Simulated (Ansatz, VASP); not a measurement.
Two plane-wave programs on LiSb2

Contents of INCAR:

```
SYSTEM = LiSb2
PREC = Accurate
ENCUT = 520
EDIFF = 1E-6
ISMEAR = 0
SIGMA = 0.1
LREAL = .False.
LASPH = .True.
NELM = 100
ALGO = Normal
ISIF = 2
LWAVE = .False.
LCHARG = .False.
GGA = PE
IVDW = 12
NBANDS = 14
```

KPOINTS

```
Automatic mesh
0
Gamma
  6 6 6
  0 0 0
```

Contents of POSCAR:

```
LiSb2
1.0
    2.0797500000      1.2007442200      6.8783680100
   -2.0797500000      1.2007442200      6.8783680100
    0.0000000000     -2.4014884400      6.8783680100
Li Sb
1 2
Direct
    0.5000000000      0.5000000000      0.5000000000
    0.7503055300      0.7503055300      0.7503055300
    0.2496944700      0.2496944700      0.2496944700
```

Input for Ansatz:

```yaml
crystal:
  lattice:
    - [2.07975, 1.20074422, 6.87836801]
    - [-2.07975, 1.20074422, 6.87836801]
    - [0.0, -2.40148844, 6.87836801]
  atoms:
    - { symbol: Li, position: [0.5, 0.5, 0.5] }
    - { symbol: Sb, position: [0.75030553, 0.75030553, 0.75030553] }
    - { symbol: Sb, position: [0.24969447, 0.24969447, 0.24969447] }
basis:
  ecutwfc: 420
kpoints:
  mp_grid: { grid: [6, 6, 6] }
hamiltonian:
  xc: pbe
  dispersion: d3bj
scf:
  occupations: { method: gaussian, width: 0.1 }
  lower_state_search: "off"
output:
  forces: true
  stress: true
  eigenvalues: true
```

Alike in both runs: task single point; functional PBE; dispersion D3(BJ); k mesh 6 × 6 × 6; occupations gaussian, width 0.1 eV; no spin polarisation.

```csv
,VASP,Ansatz
version,VASP 6.6.1,Ansatz 0.2.0
potentials or method,"VASP PAW PBE potentials, release 64 (Li_sv, Sb), cutoff 520 eV","scalar-relativistic, plane waves, PAW"
valence electrons in the cell,13,33
```

```csv
,VASP,Ansatz,Ansatz less VASP
gap on the k mesh at the Fermi level (eV),none,none,-
rms of the force components (eV/Å),0.038,0.037,-0.0009
```

Atom by atom the forces differ by 0.001 eV/Å (rms over components). A gap of «none» marks a metal or a gap that the smearing closes. VASP's potentials hold 13 valence electrons a cell and Ansatz's 33, so a difference there can come from the potentials and not from the codes.

Neither program's run includes spin-orbit coupling. Noted on VASP's run: the cutoff is short for stress, so the pressure is rough.
